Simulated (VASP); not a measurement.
Here is a VASP 6.6.1 calculation.

The input POSCAR:

```
SiC
1.0
    3.0775550333      0.0000000000      0.0000000000
   -1.5387775167      2.6652408404      0.0000000000
    0.0000000000      0.0000000000     10.0767227833
Si C
4 4
Direct
    0.0000000000      0.0000000000     -0.0001405665
    0.3333333333      0.6666666667      0.2499083816
    0.0000000000      0.0000000000      0.4998594335
    0.6666666667      0.3333333333      0.7499083816
    0.0000000000      0.0000000000      0.1872833959
    0.3333333333      0.6666666667      0.4379487892
    0.0000000000      0.0000000000      0.6872833959
    0.6666666667      0.3333333333      0.9379487892
```

The input INCAR.step1:

```
ALGO = Normal
EDIFF = 1E-4
ENCUT = 520
GGA = PE
ISMEAR = 0
LASPH = T
LCHARG = F
LREAL = F
LWAVE = T
NBANDS = 26
NELM = 80
PREC = Accurate
SIGMA = 0.01
```

INCAR.step2

```
ALGO = Normal
EDIFF = 1E-6
ENCUT = 520
ISIF = 2
ISMEAR = 0
ISTART = 1
LASPH = T
LCHARG = F
LMIXTAU = T
LREAL = F
LWAVE = F
METAGGA = R2SCAN
NBANDS = 26
NELM = 80
PREC = Accurate
SIGMA = 0.01
```

Contents of KPOINTS:

```
k-points
0
Gamma
  12 12 4
```

Potentials or basis: VASP PAW PBE potentials, release 64 (Si, C).

The run is started by

```sh
$ cat potpaw_PBE.64/Si/POTCAR potpaw_PBE.64/C/POTCAR > POTCAR
$ cp INCAR.step1 INCAR
$ mpirun -np 1 vasp_std > vasp.out
$ cp INCAR.step2 INCAR
$ mpirun -np 1 vasp_std > vasp.out
```

**Question.** Estimate the pressure.

**Answer.** -0.2 GPa.

**Question.** Estimate the band gap on the k mesh.

**Answer.** 2.61 eV, indirect (least direct gap 3.79 eV).

Caveat: the PAW data sets were made with another functional, which shifts forces and pressure a little. r2SCAN opens gaps a little over a GGA but as a rule still falls short of measured ones.
